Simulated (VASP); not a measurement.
# CO2 (Pbca) in VASP: further runs, part 2 of 3

VASP 6.6.1. Earlier steps stand in the parts before.

### 3 Single point, PBEsol (normal strain along x +0.0550, normal strain along z -0.0750)

INCAR

```
SYSTEM = CO2
PREC = Accurate
ENCUT = 520
EDIFF = 1E-7
ISMEAR = 0
SIGMA = 0.05
LREAL = .False.
LASPH = .True.
NELM = 80
ALGO = Normal
ISIF = 2
LWAVE = .False.
LCHARG = .False.
GGA = PS
NBANDS = 44
```

KPOINTS

```
Automatic mesh
0
Gamma
  4 4 4
  0 0 0
```

POSCAR

```
CO2
1.0
    6.1189315663      0.0000000000      0.0000000000
    0.0000000000      5.7999351339      0.0000000000
    0.0000000000      0.0000000000      5.3649399989
C O
4 8
Direct
    0.0000000000      0.0000000000      0.0000000000
    0.5000000000      0.0000000000      0.5000000000
    0.5000000000      0.5000000000      0.0000000000
    0.0000000000      0.5000000000      0.5000000000
    0.1161576883      0.1161576883      0.1161576883
    0.3838423117      0.8838423117      0.6161576883
    0.6161576883      0.3838423117      0.8838423117
    0.8838423117      0.6161576883      0.3838423117
    0.8838423117      0.8838423117      0.8838423117
    0.6161576883      0.1161576883      0.3838423117
    0.3838423117      0.6161576883      0.1161576883
    0.1161576883      0.3838423117      0.6161576883
```

Potentials or basis: VASP PAW PBE potentials, release 64 (C, O).

Started as:

```bash
$ cat potpaw_PBE.64/C/POTCAR potpaw_PBE.64/O/POTCAR > POTCAR
$ mpirun -np 1 vasp_std > vasp.out
```

OUTCAR:

```text
SYSTEM = CO2
   PREC = Accurate
   ENCUT = 520
   EDIFF = 1E-7
   ISMEAR = 0
   LREAL = .False.
   LASPH = .True.
   NELM = 80
   ISIF = 2
   GGA = PS

 ion  position               nearest neighbor table
   1  0.000  0.000  0.000-   5 1.16   9 1.16
   2  0.500  0.000  0.500-   6 1.16  10 1.16
   3  0.500  0.500  0.000-   7 1.16  11 1.16
   4  0.000  0.500  0.500-   8 1.16  12 1.16
   5  0.116  0.116  0.116-   1 1.16
   6  0.384  0.884  0.616-   2 1.16
   7  0.616  0.384  0.884-   3 1.16
   8  0.884  0.616  0.384-   4 1.16
   9  0.884  0.884  0.884-   1 1.16
  10  0.616  0.116  0.384-   2 1.16
  11  0.384  0.616  0.116-   3 1.16
  12  0.116  0.384  0.616-   4 1.16

  LATTYP: Found a simple orthorhombic cell.
 ALAT       =     5.3649399989
 B/A-ratio  =     1.0810810811
 C/A-ratio  =     1.1405405405

  Lattice vectors:

 A1 = (   0.0000000000,   0.0000000000,  -5.3649399989)
 A2 = (   0.0000000000,   5.7999351339,   0.0000000000)
 A3 = (   6.1189315663,   0.0000000000,   0.0000000000)

Analysis of symmetry for initial positions (statically):
=====================================================================
 Subroutine PRICEL returns:
 Original cell was already a primitive cell.

 Routine SETGRP: Setting up the symmetry group for a
 simple orthorhombic supercell.

 Subroutine GETGRP returns: Found  8 space group operations
 (whereof  2 operations were pure point group operations)
 out of a pool of  8 trial point group operations.

The static configuration has the point symmetry S_2 .
 The point group associated with its full space group is D_2h.

Analysis of symmetry for dynamics (positions and initial velocities):
=====================================================================
 Subroutine PRICEL returns:
 Original cell was already a primitive cell.

 Routine SETGRP: Setting up the symmetry group for a
 simple orthorhombic supercell.

 Subroutine GETGRP returns: Found  8 space group operations
 (whereof  2 operations were pure point group operations)
 out of a pool of  8 trial point group operations.

The dynamic configuration has the point symmetry S_2 .
 The point group associated with its full space group is D_2h.

 Subroutine INISYM returns: Found  8 space group operations
 (whereof  2 operations are pure point group operations),
 and found     1 'primitive' translations

----------------------------------------------------------------------------------------

                                     Primitive cell

  volume of cell :     190.3985

  direct lattice vectors                    reciprocal lattice vectors
     6.118931566  0.000000000  0.000000000     0.163427224  0.000000000  0.000000000
     0.000000000  5.799935134  0.000000000     0.000000000  0.172415721  0.000000000
     0.000000000  0.000000000  5.364939999     0.000000000  0.000000000  0.186395374

  length of vectors
[... 62 lines left out ...]
  0.000000  0.250000  0.000000      2.000000
  0.250000  0.250000  0.000000      4.000000
  0.500000  0.250000  0.000000      2.000000
[... 16 lines left out ...]
  0.250000  0.250000  0.500000      4.000000
  0.500000  0.250000  0.500000      2.000000
 [... further k-points ...]
   k-points           NKPTS =     27   k-points in BZ     NKDIM =     27   number of bands    NBANDS=     44
   number of dos      NEDOS =    301   number of ions     NIONS =     12
   total plane-waves  NPLWV =  92160
   dimension x,y,z NGX =    48 NGY =   48 NGZ =   40
   dimension x,y,z NGXF=    96 NGYF=   96 NGZF=   80
   ions per type =               4   8
   NGX,Y,Z   is equivalent  to a cutoff of  13.04, 13.76, 12.39 a.u.
   NGXF,Y,Z  is equivalent  to a cutoff of  26.08, 27.52, 24.79 a.u.
 SYSTEM =  CO2
   PREC   = accura    normal or accurate (medium, high low for compatibility)
   ISTART =      0    job   : 0-new  1-cont  2-samecut
   ICHARG =      2    charge: 1-file 2-atom 10-const
   ISPIN  =      1    spin polarized calculation?
   LNONCOLLINEAR =      F non collinear calculations
   LSORBIT =      F    spin-orbit coupling
   LASPH  =      T    aspherical Exc in radial PAW
   ENCUT  =  520.0 eV  38.22 Ry    6.18 a.u.  11.38 10.78  9.98*2*pi/ulx,y,z
   NELM   =     80;   NELMIN=  2; NELMDL= -5     # of ELM steps
   EDIFF  = 0.1E-06   stopping-criterion for ELM
   LREAL  =      F    real-space projection
   EDIFFG = 0.1E-05   stopping-criterion for IOM
   NSW    =      0    number of steps for IOM
   IBRION =     -1    ionic relax: 0-MD 1-quasi-New 2-CG
   NFREE  =      0    steps in history (QN), initial steepest desc. (CG)
   ISIF   =      2    stress and relaxation
   ISYM   =      2    0-nonsym 1-usesym 2-fastsym
   POTIM  = 0.5000    time-step for ionic-motion
   TEBEG  =    0.0;   TEEND  =   0.0 temperature during run
   PSTRESS=    0.0 pullay stress
   NELECT =      64.0000    total number of electrons
   NUPDOWN=      -1.0000    fix difference up-down
   EMIN   =  10.00;   EMAX   =-10.00  energy-range for DOS
   EFERMI =   0.00;   METHOD = LEGACY
   ISMEAR =     0;   SIGMA  =   0.05  broadening in eV -4-tet -1-fermi 0-gaus
   EFERMI_NEDOS =   21; number of points for ismear=-14 and -15
   IALGO  =     38    algorithm
   IMIX   =      4    mixing-type and parameters
     AMIX     =   0.40;   BMIX     =  1.00
     AMIX_MAG =   1.60;   BMIX_MAG =  1.00
  volume/ion in A,a.u.               =      15.87       107.07
  Fermi-wavevector in a.u.,A,eV,Ry     =   1.138274  2.151027 17.628641  1.295669
  Thomas-Fermi vector in A             =   2.274979
   LORBIT       =      0    0 simple, 1 ext, 2 COOP (PROOUT), +10 PAW based schemes
   GGA     = PS    functional components
   LHFCALC =     F    Hartree Fock is set to
   AEXX    =    0.0000 exact exchange contribution
   IVDW    =     0    specifies the selected vdW correction
   LEPSILON=     F    determine dielectric tensor
   LRPA    =     F    only Hartree local field effects (RPA)
 non-spin polarized calculation
 Gauss-broadening in eV      SIGMA  =   0.05
  energy-cutoff  :      520.00
  volume of cell :      190.40
 maximum number of plane-waves:      5148
 NGX is ok and might be reduce to    48
   NGX = 23   NGY = 21   NGZ = 19

 number of electron      64.0000018 magnetization

 Free energy of the ion-electron system (eV)
  ---------------------------------------------------
  ext. energy  EPLUGINS =         0.00000000
  ---------------------------------------------------
  free energy    TOTEN  =       -95.24821111 eV

  energy without entropy =      -95.24821111  energy(sigma->0) =      -95.24821111

 E-fermi :  -3.7358     XC(G=0):  -7.5864

 val. band max:       -4.0022633857   @ k =   0.0000   0.0000   0.0000
 cond. band min:       2.6335302188   @ k =   0.0000   0.0000   0.0000
 fundamental gap:      6.6357936045
 Fermi energy:        -3.7357883399

 k-point     1 :       0.0000    0.0000    0.0000
  band No.  band energies     occupation
      1     -24.6237      2.00000
      2     -24.4921      2.00000
      3     -24.4630      2.00000
      4     -24.4436      2.00000
      5     -23.5499      2.00000
      6     -23.5312      2.00000
[... 1117 lines left out ...]
     43       5.4558      0.00000
     44       5.4558      0.00000

 [... further k-points ...]

------------------------ aborting loop because EDIFF is reached ----------------------------------------

  FORCE on cell =-STRESS in cart. coord.  units (eV):
  Direction    XX          YY          ZZ          XY          YZ          ZX
  --------------------------------------------------------------------------------------
  -------------------------------------------------------------------------------------
  Total        4.1631285      4.1437015      4.0830482      0.0000000      0.0000000      0.0000000
  in kB       35.0321506     34.8686752     34.3582857      0.0000000      0.0000000      0.0000000
  external PRESSURE =      34.7530372 kB  Pullay stress =       0.0000000 kB

 VOLUME and BASIS-vectors are now :
 -----------------------------------------------------------------------------
  energy-cutoff  :      520.00
  volume of cell :      190.40
      direct lattice vectors                 reciprocal lattice vectors
     6.118931566  0.000000000  0.000000000     0.163427224  0.000000000  0.000000000
     0.000000000  5.799935134  0.000000000     0.000000000  0.172415721  0.000000000
     0.000000000  0.000000000  5.364939999     0.000000000  0.000000000  0.186395374

 POSITION                                       TOTAL-FORCE (eV/Angst)
 -----------------------------------------------------------------------------------
      0.00000      0.00000      0.00000         0.000000      0.000000      0.000000
      3.05947      0.00000      2.68247         0.000000      0.000000      0.000000
      3.05947      2.89997      0.00000         0.000000      0.000000      0.000000
      0.00000      2.89997      2.68247         0.000000      0.000000      0.000000
      0.71076      0.67371      0.62318         0.837877      0.782494      0.765034
      2.34870      5.12623      3.30565        -0.837877     -0.782494      0.765034
      3.77023      2.22626      4.74176         0.837877     -0.782494     -0.765034
      5.40817      3.57367      2.05929        -0.837877      0.782494     -0.765034
      5.40817      5.12623      4.74176        -0.837877     -0.782494     -0.765034
      3.77023      0.67371      2.05929         0.837877      0.782494     -0.765034
      2.34870      3.57367      0.62318        -0.837877      0.782494      0.765034
      0.71076      2.22626      3.30565         0.837877     -0.782494      0.765034
 -----------------------------------------------------------------------------------
    total drift:                                0.000000      0.000000      0.000000

  FREE ENERGIE OF THE ION-ELECTRON SYSTEM (eV)
  ---------------------------------------------------
  free  energy   TOTEN  =       -95.2482111127 eV

  energy  without entropy=      -95.2482111127  energy(sigma->0) =      -95.24821111
```

Wall time 1.8 min (1 thread of Intel Xeon 6975P-C (Granite Rapids), shared host); peak memory 0.37 GiB.

What came out:

- Free energy: -95.2482 eV
- Pressure: 3.5 GPa
- Largest force: 1.378 eV/Å
- Band gap on the k mesh: 6.64 eV

Forces in eV/Å, atoms in the order of the input:
```
C    0.000  0.000  0.000
C    0.000  0.000  0.000
C    0.000  0.000  0.000
C    0.000  0.000  0.000
O    0.838  0.782  0.765
O   -0.838 -0.782  0.765
O    0.838 -0.782 -0.765
O   -0.838  0.782 -0.765
O   -0.838 -0.782 -0.765
O    0.838  0.782 -0.765
O   -0.838  0.782  0.765
O    0.838 -0.782  0.765
```

Caveat: the cell differs from its parent crystal (normal strain along x +0.0550, normal strain along z -0.0750); the cell stands under pressure; this functional lacks dispersion, which holds the molecules together, so the pressure and a relaxed volume are unreliable; the PAW data sets were made with another functional, which shifts forces and pressure a little. A k mesh can miss the band edges.

### 4 Single point, PBEsol (normal strain along x -0.0550, normal strain along z -0.0750)

INCAR

```
PREC = Accurate ; ENCUT = 520
EDIFF = 1E-6 ; ISMEAR = 0
SIGMA = 0.05 ; LREAL = False
LASPH = True ; NELM = 100
ALGO = Normal ; ISIF = 2
LWAVE = False ; LCHARG = True
GGA = PS ; LELF = True
LVHAR = True ; NBANDS = 44
```

KPOINTS

```
Automatic mesh
0
Gamma
  4 4 4
```

Changes to POSCAR since step 3:

```diff
@@ -2,3 +2,3 @@
 1.0
-    6.1189315663      0.0000000000      0.0000000000
+    5.4809387015      0.0000000000      0.0000000000
     0.0000000000      5.7999351339      0.0000000000
```

Potentials or basis: VASP PAW PBE potentials, release 64 (C, O).

Started as:

```bash
$ cat potpaw_PBE.64/C/POTCAR potpaw_PBE.64/O/POTCAR > POTCAR
$ mpirun -np 1 vasp_std > vasp.out
```

OUTCAR:

```text
PREC = Accurate
   ENCUT = 520
   EDIFF = 1E-6
   ISMEAR = 0
   LREAL = False
   LASPH = True
   NELM = 100
   ISIF = 2
   GGA = PS

 ion  position               nearest neighbor table
   1  0.000  0.000  0.000-   5 1.12   9 1.12
   2  0.500  0.000  0.500-   6 1.12  10 1.12
   3  0.500  0.500  0.000-   7 1.12  11 1.12
   4  0.000  0.500  0.500-   8 1.12  12 1.12
   5  0.116  0.116  0.116-   1 1.12
   6  0.384  0.884  0.616-   2 1.12
[... 1360 lines left out ...]
  external PRESSURE =     201.0478220 kB  Pullay stress =       0.0000000 kB

 VOLUME and BASIS-vectors are now :
 -----------------------------------------------------------------------------
  energy-cutoff  :      520.00
  volume of cell :      170.55
      direct lattice vectors                 reciprocal lattice vectors
     5.480938702  0.000000000  0.000000000     0.182450499  0.000000000  0.000000000
     0.000000000  5.799935134  0.000000000     0.000000000  0.172415721  0.000000000
     0.000000000  0.000000000  5.364939999     0.000000000  0.000000000  0.186395374

 POSITION                                       TOTAL-FORCE (eV/Angst)
 -----------------------------------------------------------------------------------
      0.00000      0.00000      0.00000        -0.000000      0.000000      0.000000
      2.74047      0.00000      2.68247        -0.000000      0.000000      0.000000
      2.74047      2.89997      0.00000        -0.000000      0.000000      0.000000
      0.00000      2.89997      2.68247        -0.000000      0.000000      0.000000
      0.63665      0.67371      0.62318         4.077067      4.280533      3.976715
      2.10382      5.12623      3.30565        -4.077067     -4.280533      3.976715
      3.37712      2.22626      4.74176         4.077067     -4.280533     -3.976715
      4.84429      3.57367      2.05929        -4.077067      4.280533     -3.976715
      4.84429      5.12623      4.74176        -4.077067     -4.280533     -3.976715
      3.37712      0.67371      2.05929         4.077067      4.280533     -3.976715
      2.10382      3.57367      0.62318        -4.077067      4.280533      3.976715
      0.63665      2.22626      3.30565         4.077067     -4.280533      3.976715
 -----------------------------------------------------------------------------------
    total drift:                                0.000000      0.000000      0.000000

  FREE ENERGIE OF THE ION-ELECTRON SYSTEM (eV)
  ---------------------------------------------------
  free  energy   TOTEN  =       -93.7943549102 eV

  energy  without entropy=      -93.7943549102  energy(sigma->0) =      -93.79435491
```

It took 3.1 min on 1 thread of Intel Xeon Platinum 8488C (Sapphire Rapids), shared host; peak memory 0.33 GiB.

What came out:

- Free energy: -93.7944 eV
- Pressure: 20.1 GPa
- Largest force: 7.125 eV/Å
- Band gap on the k mesh: 7.13 eV

Forces in eV/Å, atoms in the order of the input:
```
C    0.000  0.000  0.000
C    0.000  0.000  0.000
C    0.000  0.000  0.000
C    0.000  0.000  0.000
O    4.077  4.281  3.977
O   -4.077 -4.281  3.977
O    4.077 -4.281 -3.977
O   -4.077  4.281 -3.977
O   -4.077 -4.281 -3.977
O    4.077  4.281 -3.977
O   -4.077  4.281  3.977
O    4.077 -4.281  3.977
```

Stress tensor (GPa, compression positive):
```
19.73  0.00  0.00
 0.00 21.53  0.00
 0.00  0.00 19.05
```

Caveat: the cell differs from its parent crystal (normal strain along x -0.0550, normal strain along z -0.0750); the cell stands under pressure; this functional lacks dispersion, which holds the molecules together, so the pressure and a relaxed volume are unreliable; the PAW data sets were made with another functional, which shifts forces and pressure a little.

### 5 Single point, PBEsol (normal strain along x -0.1100, normal strain along z +0.0000)

INCAR

```
PREC     = Accurate       # precision mode
ENCUT    = 520            # plane-wave cutoff, eV
EDIFF    = 1E-6           # SCF threshold, eV
ISMEAR   = 0              # smearing method
SIGMA    = 0.05           # smearing width, eV
LREAL    = False          # projectors in reciprocal space
LASPH    = True           # aspherical terms in the spheres
NELM     = 60             # most SCF steps
ALGO     = Normal         # electronic algorithm
ISIF     = 2              # what is computed and relaxed
LWAVE    = False          # write WAVECAR
LCHARG   = True           # write CHGCAR
GGA      = PS             # functional
LELF     = True           # ELF
LVHAR    = True         
NBANDS   = 44             # bands
```

KPOINTS is that of step 4.

Changes to POSCAR since step 4:

```diff
@@ -2,5 +2,5 @@
 1.0
-    5.4809387015      0.0000000000      0.0000000000
+    5.1619422692      0.0000000000      0.0000000000
     0.0000000000      5.7999351339      0.0000000000
-    0.0000000000      0.0000000000      5.3649399989
+    0.0000000000      0.0000000000      5.7999351339
 C O
```

Started as:

```bash
$ cat potpaw_PBE.64/C/POTCAR potpaw_PBE.64/O/POTCAR > POTCAR
$ mpirun -np 1 vasp_std > vasp.out
```

Run time: 3.5 min. Hardware: 1 thread of Intel Xeon Platinum 8488C (Sapphire Rapids), shared host; peak memory 0.36 GiB.

It converged, with:

| Quantity | Value |
| --- | --- |
| Free energy | -94.2317 eV |
| Pressure | 16.3 GPa |
| Largest force | 5.829 eV/Å |
| Band gap on the k mesh | 6.98 eV |

Forces in eV/Å, atoms in the order of the input:
```
C    0.000  0.000  0.000
C    0.000  0.000  0.000
C    0.000  0.000  0.000
C    0.000  0.000  0.000
O    3.130  3.495  3.458
O   -3.130 -3.495  3.458
O    3.130 -3.495 -3.458
O   -3.130  3.495 -3.458
O   -3.130 -3.495 -3.458
O    3.130  3.495 -3.458
O   -3.130  3.495  3.458
O    3.130 -3.495  3.458
```

Stress tensor (GPa, compression positive):
```
14.58  0.00  0.00
 0.00 17.13  0.00
 0.00  0.00 17.30
```

Levels at points of the mesh, in eV from the valence-band top:
```tsv
k point	band 30	band 31	band 32	band 33	band 34	band 35
(0.00, 0.00, 0.00)	-0.27	-0.25	0.00	6.98	8.56	8.65
(0.50, 0.00, 0.00)	-0.37	-0.24	-0.24	8.59	8.59	8.69
(0.00, 0.50, 0.00)	-0.40	-0.14	-0.14	8.34	8.34	8.46
(0.00, 0.00, 0.50)	-0.41	-0.18	-0.18	8.34	8.34	8.64
(0.50, 0.50, 0.00)	-0.34	-0.34	-0.34	8.52	8.52	8.52
(0.50, 0.00, 0.50)	-0.31	-0.31	-0.31	8.56	8.56	8.56
(0.00, 0.50, 0.50)	-0.40	-0.40	-0.40	8.54	8.54	8.54
(0.50, 0.50, 0.50)	-0.32	-0.32	-0.32	8.63	8.63	8.63
```

Caveat: the cell differs from its parent crystal (normal strain along x -0.1100, normal strain along z +0.0000); the cell stands under pressure; this functional lacks dispersion, which holds the molecules together, so the pressure and a relaxed volume are unreliable; the PAW data sets were made with another functional, which shifts forces and pressure a little. A k mesh can miss the band edges.

(Continued in part 3 of 3.)
